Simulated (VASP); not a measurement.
# Tl (Fd-3m) in VASP: notebook

Tl is run at these levels: r2SCAN; tasks: single point.

Everything below comes from runs of VASP 6.6.1. Logs are shortened: lines on timing, memory, paths and dates and some standing lists are left out, and cuts for length are marked.

### Step 1. The cell of the first run

It takes space group Fd-3m (No. 227, cubic). The conventional cell has a = 6.113 Å, b = 6.113 Å, c = 6.113 Å, α = 90.00°, β = 90.00°, γ = 90.00°. Within 3.5 Å of Tl (site symmetry -43m) lie 4 Tl at 2.65 Å.

This isn't the form of Tl at room conditions, which is hcp.

### Step 2. Single point, r2SCAN

File POSCAR:

```
Tl
1.0
    0.0000000000      3.0566730649      3.0566730649
    3.0566730649      0.0000000000      3.0566730649
    3.0566730649      3.0566730649      0.0000000000
Tl
2
Direct
    1.0000000000      1.0000000000      1.0000000000
    0.2500000000      0.2500000000      0.2500000000
```

File INCAR.step1:

```
ALGO     = Normal         # electronic algorithm
EDIFF    = 1E-5           # SCF threshold, eV
ENCUT    = 550            # plane-wave cutoff, eV
GGA      = PE             # functional
GGA_COMPAT= False        
ISMEAR   = -1             # smearing method
LASPH    = True           # aspherical terms in the spheres
LCHARG   = False          # write CHGCAR
LREAL    = False          # projectors in reciprocal space
LWAVE    = True           # write WAVECAR
NBANDS   = 20             # bands
NELM     = 120            # most SCF steps
PREC     = Accurate       # precision mode
SIGMA    = 0.05           # smearing width, eV
```

File INCAR.step2:

```
ALGO     = Normal         # electronic algorithm
EDIFF    = 1E-6           # SCF threshold, eV
ENCUT    = 550            # plane-wave cutoff, eV
GGA_COMPAT= False        
ISIF     = 2              # what is computed and relaxed
ISMEAR   = -1             # smearing method
ISTART   = 1            
LASPH    = True           # aspherical terms in the spheres
LCHARG   = True           # write CHGCAR
LELF     = True           # ELF
LMIXTAU  = True         
LREAL    = False          # projectors in reciprocal space
LVHAR    = True         
LWAVE    = False          # write WAVECAR
METAGGA  = R2SCAN         # meta-GGA
NBANDS   = 20             # bands
NELM     = 120            # most SCF steps
PREC     = Accurate       # precision mode
SIGMA    = 0.05           # smearing width, eV
```

File KPOINTS:

```
k-points
0
Gamma
  5 5 5
```

Potentials or basis: VASP PAW PBE potentials, release 64 (Tl_d).

Run with:

```bash
$ cat potpaw_PBE.64/Tl_d/POTCAR > POTCAR
$ cp INCAR.step1 INCAR
$ mpirun -np 1 vasp_std > vasp.out
$ cp INCAR.step2 INCAR
$ mpirun -np 1 vasp_std > vasp.out
```

OUTCAR:

```text
EDIFF = 1E-6
   ENCUT = 550
   ISIF = 2
   ISMEAR = -1
   ISTART = 1
   LASPH = True
   LREAL = False
   METAGGA = R2SCAN
   NELM = 120
   PREC = Accurate

 ion  position               nearest neighbor table
   1  0.000  0.000  0.000-   2 2.65   2 2.65   2 2.65   2 2.65
   2  0.250  0.250  0.250-   1 2.65   1 2.65   1 2.65   1 2.65

  LATTYP: Found a face centered cubic cell.
 ALAT       =     6.1133461298

  Lattice vectors:

 A1 = (   0.0000000000,   3.0566730649,   3.0566730649)
 A2 = (   3.0566730649,   0.0000000000,   3.0566730649)
 A3 = (   3.0566730649,   3.0566730649,   0.0000000000)

Analysis of symmetry for initial positions (statically):
=====================================================================
 Subroutine PRICEL returns:
 Original cell was already a primitive cell.

 Routine SETGRP: Setting up the symmetry group for a
 face centered cubic supercell.

 Subroutine GETGRP returns: Found 48 space group operations
 (whereof 24 operations were pure point group operations)
 out of a pool of 48 trial point group operations.

The static configuration has the point symmetry T_d .
 The point group associated with its full space group is O_h .

Analysis of symmetry for dynamics (positions and initial velocities):
=====================================================================
 Subroutine PRICEL returns:
 Original cell was already a primitive cell.

 Routine SETGRP: Setting up the symmetry group for a
 face centered cubic supercell.

 Subroutine GETGRP returns: Found 48 space group operations
 (whereof 24 operations were pure point group operations)
 out of a pool of 48 trial point group operations.

The dynamic configuration has the point symmetry T_d .
 The point group associated with its full space group is O_h .

 Subroutine INISYM returns: Found 48 space group operations
 (whereof 24 operations are pure point group operations),
 and found     1 'primitive' translations

----------------------------------------------------------------------------------------

                                     Primitive cell

  volume of cell :      57.1185

  direct lattice vectors                    reciprocal lattice vectors
     0.000000000  3.056673065  3.056673065    -0.163576539  0.163576539  0.163576539
     3.056673065  0.000000000  3.056673065     0.163576539 -0.163576539  0.163576539
     3.056673065  3.056673065  0.000000000     0.163576539  0.163576539 -0.163576539

  length of vectors
     4.322788504  4.322788504  4.322788504     0.283322876  0.283322876  0.283322876

  position of ions in fractional coordinates (direct lattice)
     0.000000000  0.000000000  0.000000000
     0.250000000  0.250000000  0.250000000

  ion indices of the primitive-cell ions
   primitive index   ion index
                 1           1
                 2           2

----------------------------------------------------------------------------------------

 KPOINTS: k-points

Automatic generation of k-mesh.
 Grid dimensions read from file:
 generate k-points for:    5    5    5

 Generating k-lattice:

  Cartesian coordinates                     Fractional coordinates (reciprocal lattice)
    -0.032715308  0.032715308  0.032715308     0.200000000  0.000000000  0.000000000
     0.032715308 -0.032715308  0.032715308     0.000000000  0.200000000  0.000000000
     0.032715308  0.032715308 -0.032715308     0.000000000  0.000000000  0.200000000

  Length of vectors
     0.056664575  0.056664575  0.056664575

  Shift w.r.t. Gamma in fractional coordinates (k-lattice)
     0.000000000  0.000000000  0.000000000

 Subroutine IBZKPT returns following result:
 ===========================================

 Found     10 irreducible k-points:

 Following reciprocal coordinates:
            Coordinates               Weight
  0.000000  0.000000  0.000000      1.000000
  0.200000  0.000000  0.000000      8.000000
  0.400000  0.000000  0.000000      8.000000
  0.200000  0.200000  0.000000      6.000000
  0.400000  0.200000  0.000000     24.000000
 -0.400000  0.200000  0.000000     24.000000
 -0.200000  0.200000  0.000000     12.000000
  0.400000  0.400000  0.000000      6.000000
 -0.400000  0.400000  0.000000     12.000000
 -0.400000  0.400000  0.200000     24.000000
   k-points           NKPTS =     10   k-points in BZ     NKDIM =     10   number of bands    NBANDS=     20
   number of dos      NEDOS =    301   number of ions     NIONS =      2
   total plane-waves  NPLWV =  46656
   dimension x,y,z NGX =    36 NGY =   36 NGZ =   36
   dimension x,y,z NGXF=    72 NGYF=   72 NGZF=   72
   ions per type =               2
   NGX,Y,Z   is equivalent  to a cutoff of  13.84, 13.84, 13.84 a.u.
   NGXF,Y,Z  is equivalent  to a cutoff of  27.69, 27.69, 27.69 a.u.
 SYSTEM =  unknown system
   PREC   = accura    normal or accurate (medium, high low for compatibility)
   ISTART =      1    job   : 0-new  1-cont  2-samecut
   ICHARG =      0    charge: 1-file 2-atom 10-const
   ISPIN  =      1    spin polarized calculation?
   LNONCOLLINEAR =      F non collinear calculations
   LSORBIT =      F    spin-orbit coupling
   LASPH  =      T    aspherical Exc in radial PAW
   ENCUT  =  550.0 eV  40.42 Ry    6.36 a.u.   8.27  8.27  8.27*2*pi/ulx,y,z
   NELM   =    120;   NELMIN=  2; NELMDL=  0     # of ELM steps
   EDIFF  = 0.1E-05   stopping-criterion for ELM
   LREAL  =      F    real-space projection
   EDIFFG = 0.1E-04   stopping-criterion for IOM
   NSW    =      0    number of steps for IOM
   IBRION =     -1    ionic relax: 0-MD 1-quasi-New 2-CG
   NFREE  =      0    steps in history (QN), initial steepest desc. (CG)
   ISIF   =      2    stress and relaxation
   ISYM   =      2    0-nonsym 1-usesym 2-fastsym
   POTIM  = 0.5000    time-step for ionic-motion
   TEBEG  =    0.0;   TEEND  =   0.0 temperature during run
   PSTRESS=    0.0 pullay stress
   NELECT =      26.0000    total number of electrons
   NUPDOWN=      -1.0000    fix difference up-down
   EMIN   =  10.00;   EMAX   =-10.00  energy-range for DOS
   EFERMI =   0.00;   METHOD = LEGACY
   ISMEAR =    -1;   SIGMA  =   0.05  broadening in eV -4-tet -1-fermi 0-gaus
   EFERMI_NEDOS =   21; number of points for ismear=-14 and -15
   IALGO  =     38    algorithm
   IMIX   =      4    mixing-type and parameters
     AMIX     =   0.40;   BMIX     =  1.00
     AMIX_MAG =   1.60;   BMIX_MAG =  1.00
  volume/ion in A,a.u.               =      28.56       192.73
  Fermi-wavevector in a.u.,A,eV,Ry     =   1.259332  2.379793 21.577717  1.585917
  Thomas-Fermi vector in A             =   2.392897
   LORBIT       =      0    0 simple, 1 ext, 2 COOP (PROOUT), +10 PAW based schemes
   METAGGA = R2SCAN    functional components
   LHFCALC =     F    Hartree Fock is set to
   AEXX    =    0.0000 exact exchange contribution
   IVDW    =     0    specifies the selected vdW correction
   LEPSILON=     F    determine dielectric tensor
   LRPA    =     F    only Hartree local field effects (RPA)
 non-spin polarized calculation
  energy-cutoff  :      550.00
  volume of cell :       57.12
 maximum number of plane-waves:      1692
 NGX is ok and might be reduce to    36
   NGX = 17   NGY = 17   NGZ = 17

 number of electron      26.0000003 magnetization

 Free energy of the ion-electron system (eV)
  ---------------------------------------------------
  ext. energy  EPLUGINS =         0.00000000
  ---------------------------------------------------
  free energy    TOTEN  =      -104.48629551 eV

  energy without entropy =     -104.46655572  energy(sigma->0) =     -104.47642562

 E-fermi :   5.9903     XC(G=0): -10.6198

 val. band max:        5.9438083968   @ k =  -0.4000   0.4000   0.0000
 cond. band min:       6.0103125185   @ k =   0.4000   0.2000   0.0000
 fundamental gap:      0.0665041216
 Fermi energy:         5.9903390768

 k-point     1 :       0.0000    0.0000    0.0000
  band No.  band energies     occupation
      1      -7.0496      2.00000
      2      -7.0496      2.00000
      3      -7.0496      2.00000
      4      -6.9181      2.00000
      5      -6.9181      2.00000
      6      -5.5714      2.00000
[... 12 lines left out ...]
     19      12.7327      0.00000
     20      16.4319      0.00000

 k-point     2 :       0.2000    0.0000    0.0000
  band No.  band energies     occupation
      1      -7.1530      2.00000
      2      -7.1530      2.00000
      3      -7.0504      2.00000
      4      -6.7518      2.00000
      5      -6.7518      2.00000
      6      -5.8743      2.00000
[... 12 lines left out ...]
     19      14.4629      0.00000
     20      16.1961      0.00000

 k-point     3 :       0.4000    0.0000    0.0000
  band No.  band energies     occupation
      1      -7.1760      2.00000
      2      -7.1760      2.00000
      3      -7.0533      2.00000
      4      -6.6713      2.00000
      5      -6.6713      2.00000
      6      -6.1096      2.00000
[... 12 lines left out ...]
     19      17.1722      0.00000
     20      17.7439      0.00000

 k-point     4 :       0.2000    0.2000    0.0000
  band No.  band energies     occupation
      1      -7.2096      2.00000
      2      -7.1072      2.00000
      3      -7.1072      2.00000
      4      -6.7569      2.00000
      5      -6.5705      2.00000
      6      -6.1421      2.00000
[... 12 lines left out ...]
     19      15.2273      0.00000
     20      16.1335      0.00000

 k-point     5 :       0.4000    0.2000    0.0000
  band No.  band energies     occupation
      1      -7.2818      2.00000
      2      -7.1648      2.00000
      3      -7.0557      2.00000
      4      -6.5859      2.00000
      5      -6.4300      2.00000
      6      -6.3243      2.00000
[... 12 lines left out ...]
     19      16.8734      0.00000
     20      18.8325      0.00000

 k-point     6 :      -0.4000    0.2000    0.0000
  band No.  band energies     occupation
      1      -7.3126      2.00000
      2      -7.2285      2.00000
      3      -6.9292      2.00000
      4      -6.5520      2.00000
      5      -6.4465      2.00000
      6      -6.2852      2.00000
[... 12 lines left out ...]
     19      17.0473      0.00000
     20      17.3693      0.00000

 k-point     7 :      -0.2000    0.2000    0.0000
  band No.  band energies     occupation
      1      -7.2495      2.00000
      2      -7.2086      2.00000
      3      -6.9756      2.00000
      4      -6.7157      2.00000
      5      -6.5094      2.00000
      6      -6.1011      2.00000
[... 12 lines left out ...]
     19      15.7745      0.00000
     20      17.1316      0.00000

 k-point     8 :       0.4000    0.4000    0.0000
  band No.  band energies     occupation
      1      -7.1904      2.00000
      2      -7.1904      2.00000
      3      -7.1426      2.00000
      4      -6.7530      2.00000
      5      -6.3312      2.00000
      6      -6.0802      2.00000
[... 12 lines left out ...]
     19      18.7352      0.00000
     20      20.6205      0.00000

 k-point     9 :      -0.4000    0.4000    0.0000
  band No.  band energies     occupation
      1      -7.3348      2.00000
      2      -7.2200      2.00000
      3      -6.9502      2.00000
      4      -6.7016      2.00000
      5      -6.1313      2.00000
      6      -6.1053      2.00000
[... 12 lines left out ...]
     19      17.8748      0.00000
     20      18.7992      0.00000

 k-point    10 :      -0.4000    0.4000    0.2000
  band No.  band energies     occupation
      1      -7.3190      2.00000
      2      -7.2999      2.00000
      3      -6.8596      2.00000
      4      -6.5341      2.00000
      5      -6.4015      2.00000
      6      -6.1731      2.00000
[... 12 lines left out ...]
     19      18.6901      0.00000
     20      18.9682      0.00000

------------------------ aborting loop because EDIFF is reached ----------------------------------------

  FORCE on cell =-STRESS in cart. coord.  units (eV):
  Direction    XX          YY          ZZ          XY          YZ          ZX
  --------------------------------------------------------------------------------------
  -------------------------------------------------------------------------------------
  Total        7.1423241      7.1423241      7.1423241      0.0000000      0.0000000     -0.0000000
  in kB      200.3425376    200.3425376    200.3425376      0.0000000      0.0000000     -0.0000000
  external PRESSURE =     200.3425376 kB  Pullay stress =       0.0000000 kB

 VOLUME and BASIS-vectors are now :
 -----------------------------------------------------------------------------
  energy-cutoff  :      550.00
  volume of cell :       57.12
      direct lattice vectors                 reciprocal lattice vectors
     0.000000000  3.056673065  3.056673065    -0.163576539  0.163576539  0.163576539
     3.056673065  0.000000000  3.056673065     0.163576539 -0.163576539  0.163576539
     3.056673065  3.056673065  0.000000000     0.163576539  0.163576539 -0.163576539

 POSITION                                       TOTAL-FORCE (eV/Angst)
 -----------------------------------------------------------------------------------
      0.00000      0.00000      0.00000        -0.000000     -0.000000     -0.000000
      1.52834      1.52834      1.52834         0.000000      0.000000      0.000000
 -----------------------------------------------------------------------------------
    total drift:                                0.000000      0.000000      0.000000

  FREE ENERGIE OF THE ION-ELECTRON SYSTEM (eV)
  ---------------------------------------------------
  free  energy   TOTEN  =      -104.4862955105 eV

  energy  without entropy=     -104.4665557198  energy(sigma->0) =     -104.47642562
```

It took 36 s on 1 thread of Intel Xeon 6975P-C (Granite Rapids), shared host; peak memory 0.2 GiB.

Results:

| Property | Result |
| --- | --- |
| Free energy | -104.4863 eV |
| Pressure | 20.0 GPa |
| Band gap on the k mesh | zero (bands 13 and 14 overlap by 4.59 eV) |

Caveat: the cell stands under pressure; the PAW data sets were made with another functional, which shifts forces and pressure a little; spin-orbit coupling is left out, which moves the levels of the heavy elements.

### Step 3. Single point, r2SCAN

This run uses another cell than the first one, of 32.08 Å³/atom.

File POSCAR:

```
Tl
1.0
    0.0000000000      3.1774167394      3.1774167394
    3.1774167394      0.0000000000      3.1774167394
    3.1774167394      3.1774167394      0.0000000000
Tl
2
Direct
    1.0000000000      1.0000000000      1.0000000000
    0.2500000000      0.2500000000      0.2500000000
```

File INCAR.step1:

```
PREC = Accurate
ENCUT = 550
ISMEAR = -1
SIGMA = 0.05
LREAL = False
LASPH = True
NELM = 120
NBANDS = 20
GGA = PE
ALGO = Normal
EDIFF = 1E-5
LWAVE = True
LCHARG = False
GGA_COMPAT = False
```

File INCAR.step2:

```
PREC = Accurate
ENCUT = 550
EDIFF = 1E-6
ISMEAR = -1
SIGMA = 0.05
LREAL = False
LASPH = True
NELM = 120
ALGO = Normal
ISIF = 2
LWAVE = False
LCHARG = False
METAGGA = R2SCAN
LMIXTAU = True
NBANDS = 20
ISTART = 1
GGA_COMPAT = False
```

File KPOINTS:

```
regular mesh
0
Gamma
  5 5 5
```

Potentials or basis: VASP PAW PBE potentials, release 64 (Tl_d).

Run with:

```bash
$ cat potpaw_PBE.64/Tl_d/POTCAR > POTCAR
$ cp INCAR.step1 INCAR
$ mpirun -np 1 vasp_std > vasp.out
$ cp INCAR.step2 INCAR
$ mpirun -np 1 vasp_std > vasp.out
```

Run time: 28 s. Hardware: 1 thread of Intel Xeon 6975P-C (Granite Rapids), shared host; peak memory 0.21 GiB.

It converged, with:

```yaml
Free_energy: -105.1266 eV
Pressure: 10.0 GPa
Band_gap_on_the_k_mesh: zero (bands 13 and 14 overlap by 3.93 eV)
```

Levels at points of the mesh, in eV from the Fermi level:
| k point | band 9 | band 10 | band 11 | band 12 | band 13 | band 14 | band 15 | band 16 | band 17 | band 18 |
| --- | --- | --- | --- | --- | --- | --- | --- | --- | --- | --- |
| (0.00, 0.00, 0.00) | -11.22 | -11.22 | -10.37 | 1.59 | 3.69 | 3.69 | 3.69 | 5.41 | 5.41 | 5.41 |

Caveat: the cell stands under pressure; the PAW data sets were made with another functional, which shifts forces and pressure a little; spin-orbit coupling is left out, which moves the levels of the heavy elements.

### Step 4. Single point, r2SCAN

This run uses another cell than the first one, of 35.15 Å³/atom.

File POSCAR:

```
Tl
1.0
    0.0000000000      3.2756707295      3.2756707295
    3.2756707295      0.0000000000      3.2756707295
    3.2756707295      3.2756707295      0.0000000000
Tl
2
Direct
    1.0000000000      1.0000000000      1.0000000000
    0.2500000000      0.2500000000      0.2500000000
```

File INCAR.step1:

```
ALGO = Normal ; EDIFF = 1E-5
ENCUT = 550 ; GGA = PE
GGA_COMPAT = False ; ISMEAR = -1
LASPH = True ; LCHARG = False
LREAL = False ; LWAVE = True
NBANDS = 20 ; NELM = 120
PREC = Accurate ; SIGMA = 0.05
```

File INCAR.step2:

```
ALGO = Normal ; EDIFF = 1E-6
ENCUT = 550 ; GGA_COMPAT = False
ISIF = 2 ; ISMEAR = -1
ISTART = 1 ; LASPH = True
LCHARG = True ; LELF = True
LMIXTAU = True ; LREAL = False
LVHAR = True ; LWAVE = False
METAGGA = R2SCAN ; NBANDS = 20
NELM = 120 ; PREC = Accurate
SIGMA = 0.05
```

File KPOINTS:

```
k-points
0
Gamma
  5 5 5
```

Run with:

```bash
$ cat potpaw_PBE.64/Tl_d/POTCAR > POTCAR
$ cp INCAR.step1 INCAR
$ mpirun -np 1 vasp_std > vasp.out
$ cp INCAR.step2 INCAR
$ mpirun -np 1 vasp_std > vasp.out
```

Wall time 29 s (1 thread of Intel Xeon 6975P-C (Granite Rapids), shared host); peak memory 0.2 GiB.

Results (log left out):

* Free energy: -105.4076 eV
* Pressure: 5.0 GPa
* Band gap on the k mesh: zero (bands 13 and 14 overlap by 3.48 eV)

Levels at points of the mesh, in eV from the Fermi level:
| k point | band 11 | band 12 | band 13 | band 14 | band 15 | band 16 |
| --- | --- | --- | --- | --- | --- | --- |
| (0.00, 0.00, 0.00) | -9.87 | 0.73 | 3.29 | 3.29 | 3.29 | 5.04 |

Caveat: the cell stands under pressure; the PAW data sets were made with another functional, which shifts forces and pressure a little; spin-orbit coupling is left out, which moves the levels of the heavy elements.

### Step 5. Summary

| cell | gap on the mesh (eV) | pressure (GPa) |
| --- | --- | --- |
| a = 4.323 Å, angles 60.0°, 2 atoms | none | 20.0 |
| a = 4.494 Å, angles 60.0°, 2 atoms | none | 10.0 |
| a = 4.632 Å, angles 60.0°, 2 atoms | none | 5.0 |

Alike in all rows: task single point; level r2SCAN; potentials or basis VASP PAW PBE potentials, release 64 (Tl_d); no spin polarisation; k mesh 5 × 5 × 5; cutoff (eV) 550; smearing fermi-dirac 0.05 eV.

Caveats: the cell stands under pressure; the PAW data sets were made with another functional, which shifts forces and pressure a little; spin-orbit coupling is left out, which moves the levels of the heavy elements.

Total energies depend on the potentials used, so only differences within one code and one set of settings carry meaning.

The gap in the log of VASP goes by the Fermi energy; the results here count the filled bands.